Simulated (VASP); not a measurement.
# TaN (P-62m) in VASP: further runs, part 2 of 2

VASP 6.6.1. Earlier steps stand in the parts before.

### Step 4. Single point, r2SCAN

This run uses another cell than the first one, of 11.25 Å³/atom, 1.011 times its volume.

File POSCAR:

```
TaN
1.0
    5.1829391724      0.0000000000      0.0000000000
   -2.5914695862      4.4885569896      0.0000000000
    0.0000000000      0.0000000000      2.9027506427
Ta N
3 3
Direct
    0.3333333333      0.6666666667      0.5000000000
    0.6666666667      0.3333333333      0.5000000000
    0.0000000000      0.0000000000      0.0000000000
    0.3927800189      0.0000000000      0.0000000000
    0.6072199811      0.6072199811      0.0000000000
    0.0000000000      0.3927800189      0.0000000000
```

File INCAR.step1:

```
  PREC = Accurate
  ENCUT = 520
  ISMEAR = 0
  SIGMA = 0.1
  LREAL = False
  LASPH = True
  NELM = 60
  NBANDS = 33
  GGA = PE
  ALGO = Normal
  EDIFF = 1E-4
  LWAVE = True
  LCHARG = False
```

File INCAR.step2:

```
  PREC = Accurate
  ENCUT = 520
  EDIFF = 1E-6
  ISMEAR = 0
  SIGMA = 0.1
  LREAL = False
  LASPH = True
  NELM = 60
  ALGO = Normal
  ISIF = 2
  LWAVE = False
  LCHARG = False
  METAGGA = R2SCAN
  LMIXTAU = True
  NBANDS = 33
  ISTART = 1
```

File KPOINTS:

```
Automatic mesh
0
Gamma
  12 12 12
```

Potentials or basis: VASP PAW PBE potentials, release 64 (Ta_pv, N).

On the command line:

```bash
cat potpaw_PBE.64/Ta_pv/POTCAR potpaw_PBE.64/N/POTCAR > POTCAR
cp INCAR.step1 INCAR
mpirun -np 1 vasp_std > vasp.out
cp INCAR.step2 INCAR
mpirun -np 1 vasp_std > vasp.out
```

OUTCAR:

```text
PREC = Accurate
   ENCUT = 520
   EDIFF = 1E-6
   ISMEAR = 0
   LREAL = False
   LASPH = True
   NELM = 60
   ISIF = 2
   METAGGA = R2SCAN
   ISTART = 1

 ion  position               nearest neighbor table
   1  0.333  0.667  0.500-   4 2.16   4 2.16   6 2.16   6 2.16   5 2.16   5 2.16   2 2.99   2 2.99
                             2 2.99   3 3.33   3 3.33   3 3.33   3 3.33   3 3.33   3 3.33
   2  0.667  0.333  0.500-   6 2.16   6 2.16   4 2.16   4 2.16   5 2.16   5 2.16   1 2.99   1 2.99
                             1 2.99   3 3.33   3 3.33   3 3.33   3 3.33   3 3.33   3 3.33
   3  0.000  0.000  0.000-   4 2.04   5 2.04   6 2.04   2 3.33   1 3.33   1 3.33   2 3.33   2 3.33
                             2 3.33   1 3.33   1 3.33   2 3.33   2 3.33   1 3.33   1 3.33
   4  0.393  0.000  0.000-   3 2.04   1 2.16   1 2.16   2 2.16   2 2.16
   5  0.607  0.607  0.000-   3 2.04   1 2.16   1 2.16   2 2.16   2 2.16
   6  0.000  0.393  0.000-   3 2.04   2 2.16   2 2.16   1 2.16   1 2.16

  LATTYP: Found a hexagonal cell.
 ALAT       =     5.1829391724
 C/A-ratio  =     0.5600587902

  Lattice vectors:

 A1 = (   5.1829391724,   0.0000000000,   0.0000000000)
 A2 = (  -2.5914695862,   4.4885569896,   0.0000000000)
[... 190 lines left out ...]
 Fermi energy:         8.4872153494

 k-point     1 :       0.0000    0.0000    0.0000
  band No.  band energies     occupation
      1     -29.1864      2.00000
      2     -29.1864      2.00000
      3     -28.8078      2.00000
      4     -28.8078      2.00000
      5     -28.6192      2.00000
      6     -28.5037      2.00000
[... 853 lines left out ...]
     32      12.2998      0.00000
     33      12.5665      0.00000

 [... further k-points ...]

------------------------ aborting loop because EDIFF is reached ----------------------------------------

  FORCE on cell =-STRESS in cart. coord.  units (eV):
  Direction    XX          YY          ZZ          XY          YZ          ZX
  --------------------------------------------------------------------------------------
  -------------------------------------------------------------------------------------
  Total        1.9824330      1.9824330      1.9143401      0.0000000      0.0000000      0.0000000
  in kB       47.0344991     47.0344991     45.4189513      0.0000000      0.0000000      0.0000000
  external PRESSURE =      46.4959832 kB  Pullay stress =       0.0000000 kB

 VOLUME and BASIS-vectors are now :
 -----------------------------------------------------------------------------
  energy-cutoff  :      520.00
  volume of cell :       67.53
      direct lattice vectors                 reciprocal lattice vectors
     5.182939172  0.000000000  0.000000000     0.192940717  0.111394375  0.000000000
    -2.591469586  4.488556990  0.000000000     0.000000000  0.222788750  0.000000000
     0.000000000  0.000000000  2.902750643     0.000000000  0.000000000  0.344500828

 POSITION                                       TOTAL-FORCE (eV/Angst)
 -----------------------------------------------------------------------------------
     -0.00000      2.99237      1.45138        -0.000000     -0.000000     -0.000000
      2.59147      1.49619      1.45138        -0.000000     -0.000000     -0.000000
      0.00000      0.00000      0.00000        -0.000000      0.000000     -0.000000
      2.03575      0.00000      0.00000         0.009177      0.000000      0.000000
      1.57359      2.72554      0.00000        -0.004588     -0.007947     -0.000000
     -1.01788      1.76302      0.00000        -0.004588      0.007947     -0.000000
 -----------------------------------------------------------------------------------
    total drift:                                0.000003      0.000005      0.000000

  FREE ENERGIE OF THE ION-ELECTRON SYSTEM (eV)
  ---------------------------------------------------
  free  energy   TOTEN  =      -181.2983389026 eV

  energy  without entropy=     -181.2961309890  energy(sigma->0) =     -181.29723495
```

OUTCAR.step1:

```text
PREC = Accurate
   ENCUT = 520
   ISMEAR = 0
   LREAL = False
   LASPH = True
[... 1104 lines left out ...]
      0.00000      0.00000      0.00000         0.000000      0.000000      0.000000
      2.03575      0.00000      0.00000         0.084247      0.000000      0.000000
      1.57359      2.72554      0.00000        -0.042124     -0.072960      0.000000
     -1.01788      1.76302      0.00000        -0.042124      0.072960     -0.000000
 -----------------------------------------------------------------------------------
    total drift:                               -0.000002     -0.000004      0.000000

  FREE ENERGIE OF THE ION-ELECTRON SYSTEM (eV)
  ---------------------------------------------------
  free  energy   TOTEN  =       -67.4538642545 eV

  energy  without entropy=      -67.4516249491  energy(sigma->0) =      -67.45274460
```

OSZICAR.step1:

```text
N       E                     dE             d eps       ncg     rms          rms(c)
DAV:   1     0.448209846421E+03    0.44821E+03   -0.26122E+04  8778   0.153E+03
DAV:   2    -0.477208939202E+02   -0.49593E+03   -0.47206E+03 10085   0.449E+02
DAV:   3    -0.767393559017E+02   -0.29018E+02   -0.28540E+02 10657   0.105E+02
DAV:   4    -0.773264476301E+02   -0.58709E+00   -0.58343E+00 11042   0.147E+01
DAV:   5    -0.773404781405E+02   -0.14031E-01   -0.14011E-01 11249   0.181E+00    0.442E+01
DAV:   6    -0.676652902198E+02    0.96752E+01   -0.48105E+01 11173   0.375E+01    0.185E+01
DAV:   7    -0.675219977615E+02    0.14329E+00   -0.23212E+00 10806   0.829E+00    0.109E+01
DAV:   8    -0.674737677186E+02    0.48230E-01   -0.39610E-01 10794   0.375E+00    0.109E+00
DAV:   9    -0.674546418039E+02    0.19126E-01   -0.50313E-02 11082   0.161E+00    0.393E-01
DAV:  10    -0.674540535360E+02    0.58827E-03   -0.14161E-02 10688   0.586E-01    0.201E-01
DAV:  11    -0.674539223674E+02    0.13117E-03   -0.28002E-03 10971   0.321E-01    0.522E-02
DAV:  12    -0.674538642545E+02    0.58113E-04   -0.27461E-04  8147   0.984E-02
   1 F= -.67453864E+02 E0= -.67452745E+02  d E =-.223931E-02
```

Run time: 9.5 min. Hardware: 1 thread of Intel Xeon 6975P-C (Granite Rapids), shared host; peak memory 0.36 GiB.

What came out:

```yaml
Free_energy: -181.2983 eV
Pressure: 4.6 GPa
Largest_force: 0.009 eV/Å
Band_gap_on_the_k_mesh: zero (band 24 reaches 10.42 eV, above the bottom of band 25 at 7.11 eV)
```

Forces on the atoms (eV/Å):
```
Ta   0.000  0.000  0.000
Ta   0.000  0.000  0.000
Ta   0.000  0.000  0.000
N    0.009  0.000  0.000
N   -0.005 -0.008  0.000
N   -0.005  0.008  0.000
```

Levels at points of the mesh, in eV from the Fermi level:
```csv
k point,band 22,band 23,band 24,band 25,band 26,band 27
"(0.00, 0.00, 0.00)",-3.66,-2.07,-1.04,-1.04,0.66,0.66
"(0.50, 0.00, 0.00)",-4.25,-3.06,-2.82,1.29,1.90,2.03
"(0.00, 0.00, 0.50)",-3.11,-3.11,1.93,1.97,1.97,2.38
"(0.50, 0.00, 0.50)",-3.50,-2.21,-1.06,0.49,1.53,3.37
```

Caveat: the PAW data sets were made with another functional, which shifts forces and pressure a little; spin-orbit coupling is left out, which moves the levels of the heavy elements.

### Step 5. Single point, r2SCAN

This run uses another cell than the first one, of 11.46 Å³/atom, 1.030 times its volume.

File POSCAR:

```
TaN
1.0
    5.2167475869      0.0000000000      0.0000000000
   -2.6083737934      4.5178359354      0.0000000000
    0.0000000000      0.0000000000      2.9185825510
Ta N
3 3
Direct
    0.3333333333      0.6666666667      0.5000000000
    0.6666666667      0.3333333333      0.5000000000
    0.0000000000      0.0000000000      0.0000000000
    0.3919766625      0.0000000000      0.0000000000
    0.6080233375      0.6080233375      0.0000000000
    0.0000000000      0.3919766625      0.0000000000
```

File INCAR.step1:

```
PREC     = Accurate       # precision mode
ENCUT    = 520            # plane-wave cutoff, eV
ISMEAR   = 0              # smearing method
SIGMA    = 0.1            # smearing width, eV
LREAL    = False          # projectors in reciprocal space
LASPH    = True           # aspherical terms in the spheres
NELM     = 60             # most SCF steps
NBANDS   = 33             # bands
GGA      = PE             # functional
ALGO     = Normal         # electronic algorithm
EDIFF    = 1E-4           # SCF threshold, eV
LWAVE    = True           # write WAVECAR
LCHARG   = False          # write CHGCAR
```

File INCAR.step2:

```
PREC     = Accurate       # precision mode
ENCUT    = 520            # plane-wave cutoff, eV
EDIFF    = 1E-6           # SCF threshold, eV
ISMEAR   = 0              # smearing method
SIGMA    = 0.1            # smearing width, eV
LREAL    = False          # projectors in reciprocal space
LASPH    = True           # aspherical terms in the spheres
NELM     = 60             # most SCF steps
ALGO     = Normal         # electronic algorithm
ISIF     = 2              # what is computed and relaxed
LWAVE    = False          # write WAVECAR
LCHARG   = True           # write CHGCAR
METAGGA  = R2SCAN         # meta-GGA
LMIXTAU  = True         
LELF     = True           # ELF
LVHAR    = True         
NBANDS   = 33             # bands
ISTART   = 1
```

KPOINTS is that of step 4.

On the command line:

```bash
cat potpaw_PBE.64/Ta_pv/POTCAR potpaw_PBE.64/N/POTCAR > POTCAR
cp INCAR.step1 INCAR
mpirun -np 1 vasp_std > vasp.out
cp INCAR.step2 INCAR
mpirun -np 1 vasp_std > vasp.out
```

It took 11 min on 1 thread of AMD EPYC 9R45 (Zen 5), shared host; peak memory 0.34 GiB.

It converged, with:

```yaml
Free_energy: -181.3118 eV
Pressure: -1.5 GPa
Largest_force: 0.006 eV/Å
Band_gap_on_the_k_mesh: zero (band 24 reaches 10.19 eV, above the bottom of band 25 at 6.95 eV)
```

Forces on the atoms (eV/Å):
```
Ta   0.000  0.000  0.000
Ta   0.000  0.000  0.000
Ta   0.000  0.000  0.000
N    0.006  0.000  0.000
N   -0.003 -0.006  0.000
N   -0.003  0.006  0.000
```

Stress tensor (GPa, compression positive):
```
-1.44  0.00  0.00
 0.00 -1.44  0.00
 0.00  0.00 -1.58
```

Levels at points of the mesh, in eV from the Fermi level:
| k point | band 20 | band 21 | band 22 | band 23 | band 24 | band 25 | band 26 | band 27 | band 28 | band 29 |
| --- | --- | --- | --- | --- | --- | --- | --- | --- | --- | --- |
| (0.00, 0.00, 0.00) | -5.32 | -4.64 | -3.62 | -2.05 | -1.02 | -1.02 | 0.67 | 0.67 | 1.79 | 1.97 |
| (0.50, 0.00, 0.00) | -4.89 | -4.22 | -4.19 | -3.02 | -2.77 | 1.24 | 1.86 | 1.99 | 2.51 | 2.51 |
| (0.00, 0.00, 0.50) | -4.84 | -4.68 | -3.04 | -3.04 | 1.91 | 1.91 | 1.91 | 2.33 | 2.33 | 3.30 |
| (0.50, 0.00, 0.50) | -5.04 | -4.32 | -3.42 | -2.17 | -1.02 | 0.47 | 1.49 | 3.28 | 3.39 | 3.44 |

Caveat: the PAW data sets were made with another functional, which shifts forces and pressure a little; spin-orbit coupling is left out, which moves the levels of the heavy elements.

### Step 6. Single point, r2SCAN

This run uses another cell than the first one, of 9.89 Å³/atom, 0.889 times its volume.

File POSCAR:

```
TaN
1.0
    4.9498855714      0.0000000000      0.0000000000
   -2.4749427857      4.2867266507      0.0000000000
    0.0000000000      0.0000000000      2.7979580411
Ta N
3 3
Direct
    0.3333333333      0.6666666667      0.5000000000
    0.6666666667      0.3333333333      0.5000000000
    0.0000000000      0.0000000000      0.0000000000
    0.3980510196      0.0000000000      0.0000000000
    0.6019489804      0.6019489804      0.0000000000
    0.0000000000      0.3980510196      0.0000000000
```

File INCAR.step1:

```
  PREC = Accurate
  ENCUT = 520
  ISMEAR = 0
  SIGMA = 0.1
  LREAL = False
  LASPH = True
  NELM = 100
  NBANDS = 33
  GGA = PE
  ALGO = Normal
  EDIFF = 1E-4
  LWAVE = True
  LCHARG = False
```

File INCAR.step2:

```
  PREC = Accurate
  ENCUT = 520
  EDIFF = 1E-6
  ISMEAR = 0
  SIGMA = 0.1
  LREAL = False
  LASPH = True
  NELM = 100
  ALGO = Normal
  ISIF = 2
  LWAVE = False
  LCHARG = False
  METAGGA = R2SCAN
  LMIXTAU = True
  NBANDS = 33
  ISTART = 1
```

KPOINTS is that of step 5.

Potentials or basis: VASP PAW PBE potentials, release 64 (Ta_pv, N).

On the command line:

```bash
cat potpaw_PBE.64/Ta_pv/POTCAR potpaw_PBE.64/N/POTCAR > POTCAR
cp INCAR.step1 INCAR
mpirun -np 1 vasp_std > vasp.out
cp INCAR.step2 INCAR
mpirun -np 1 vasp_std > vasp.out
```

OUTCAR:

```text
PREC = Accurate
   ENCUT = 520
   EDIFF = 1E-6
   ISMEAR = 0
   LREAL = False
   LASPH = True
   NELM = 100
   ISIF = 2
   METAGGA = R2SCAN
   ISTART = 1

 ion  position               nearest neighbor table
   1  0.333  0.667  0.500-   4 2.06   4 2.06   6 2.06   6 2.06   5 2.06   5 2.06   2 2.86   2 2.86
                             2 2.86   3 3.18   3 3.18   3 3.18   3 3.18   3 3.18   3 3.18
   2  0.667  0.333  0.500-   6 2.06   6 2.06   4 2.06   4 2.06   5 2.06   5 2.06   1 2.86   1 2.86
                             1 2.86   3 3.18   3 3.18   3 3.18   3 3.18   3 3.18   3 3.18
   3  0.000  0.000  0.000-   4 1.97   5 1.97   6 1.97   2 3.18   1 3.18   1 3.18   2 3.18   2 3.18
                             2 3.18   1 3.18   1 3.18   2 3.18   2 3.18   1 3.18   1 3.18
   4  0.398  0.000  0.000-   3 1.97   1 2.06   1 2.06   2 2.06   2 2.06
   5  0.602  0.602  0.000-   3 1.97   1 2.06   1 2.06   2 2.06   2 2.06
   6  0.000  0.398  0.000-   3 1.97   2 2.06   2 2.06   1 2.06   1 2.06

  LATTYP: Found a hexagonal cell.
 ALAT       =     4.9498855714
 C/A-ratio  =     0.5652571157

  Lattice vectors:

 A1 = (   4.9498855714,   0.0000000000,   0.0000000000)
 A2 = (  -2.4749427857,   4.2867266507,   0.0000000000)
[... 190 lines left out ...]
 Fermi energy:         9.9581581410

 k-point     1 :       0.0000    0.0000    0.0000
  band No.  band energies     occupation
      1     -27.7980      2.00000
      2     -27.7980      2.00000
      3     -27.2690      2.00000
      4     -27.2690      2.00000
      5     -26.9369      2.00000
      6     -26.7311      2.00000
[... 853 lines left out ...]
     32      14.5164      0.00000
     33      14.7356      0.00000

 [... further k-points ...]

------------------------ aborting loop because EDIFF is reached ----------------------------------------

  FORCE on cell =-STRESS in cart. coord.  units (eV):
  Direction    XX          YY          ZZ          XY          YZ          ZX
  --------------------------------------------------------------------------------------
  -------------------------------------------------------------------------------------
  Total       23.3724999     23.3724999     23.3280492      0.0000000      0.0000000      0.0000000
  in kB      630.7446883    630.7446883    629.5451133      0.0000000      0.0000000      0.0000000
  external PRESSURE =     630.3448300 kB  Pullay stress =       0.0000000 kB

 VOLUME and BASIS-vectors are now :
 -----------------------------------------------------------------------------
  energy-cutoff  :      520.00
  volume of cell :       59.37
      direct lattice vectors                 reciprocal lattice vectors
     4.949885571  0.000000000  0.000000000     0.202024872  0.116639114  0.000000000
    -2.474942786  4.286726651  0.000000000     0.000000000  0.233278229  0.000000000
     0.000000000  0.000000000  2.797958041     0.000000000  0.000000000  0.357403501

 POSITION                                       TOTAL-FORCE (eV/Angst)
 -----------------------------------------------------------------------------------
     -0.00000      2.85782      1.39898        -0.000000      0.000000      0.000000
      2.47494      1.42891      1.39898        -0.000000      0.000000      0.000000
      0.00000      0.00000      0.00000        -0.000000      0.000000      0.000000
      1.97031      0.00000      0.00000         0.016202      0.000000      0.000000
      1.48979      2.58039      0.00000        -0.008101     -0.014031      0.000000
     -0.98515      1.70634      0.00000        -0.008101      0.014031      0.000000
 -----------------------------------------------------------------------------------
    total drift:                                0.000001      0.000001     -0.000000

  FREE ENERGIE OF THE ION-ELECTRON SYSTEM (eV)
  ---------------------------------------------------
  free  energy   TOTEN  =      -179.7211568703 eV

  energy  without entropy=     -179.7190592432  energy(sigma->0) =     -179.72010806
```

Run time: 47 min. Hardware: 1 thread of AMD EPYC, shared host; peak memory 0.31 GiB.

What came out:

```
Free energy            : -179.7212 eV
Pressure               : 63.0 GPa
Largest force          : 0.016 eV/Å
Band gap on the k mesh : zero (band 24 reaches 12.02 eV, above the bottom of band 25 at 8.30 eV)
```

Forces on the atoms (eV/Å):
```
Ta   0.000  0.000  0.000
Ta   0.000  0.000  0.000
Ta   0.000  0.000  0.000
N    0.016  0.000  0.000
N   -0.008 -0.014  0.000
N   -0.008  0.014  0.000
```

Stress tensor (GPa, compression positive):
```
63.07  0.00  0.00
 0.00 63.07  0.00
 0.00  0.00 62.95
```

Caveat: the PAW data sets were made with another functional, which shifts forces and pressure a little; spin-orbit coupling is left out, which moves the levels of the heavy elements.

### Step 7. Overview

```tsv
cell	gap on the mesh (eV)	pressure (GPa)	largest force (eV/Å)
a = 5.200, b = 5.200, c = 2.852 Å, angles 90.0, 90.0, 120.0°, 6 atoms	none	9.1	-
a = 5.157, b = 5.157, c = 2.891 Å, angles 90.0, 90.0, 120.0°, 6 atoms	none	9.8	0.01
a = 5.183, b = 5.183, c = 2.903 Å, angles 90.0, 90.0, 120.0°, 6 atoms	none	4.6	0.01
a = 5.217, b = 5.217, c = 2.919 Å, angles 90.0, 90.0, 120.0°, 6 atoms	none	-1.5	0.01
a = 4.950, b = 4.950, c = 2.798 Å, angles 90.0, 90.0, 120.0°, 6 atoms	none	63.0	0.02
```

Alike in all rows: task single point; level r2SCAN; potentials or basis VASP PAW PBE potentials, release 64 (Ta_pv, N); no spin polarisation; k mesh 12 × 12 × 12; cutoff (eV) 520; smearing gaussian 0.1 eV.

Caveats: the PAW data sets were made with another functional, which shifts forces and pressure a little; spin-orbit coupling is left out, which moves the levels of the heavy elements.

Total energies depend on the potentials used, so only differences within one code and one set of settings carry meaning.
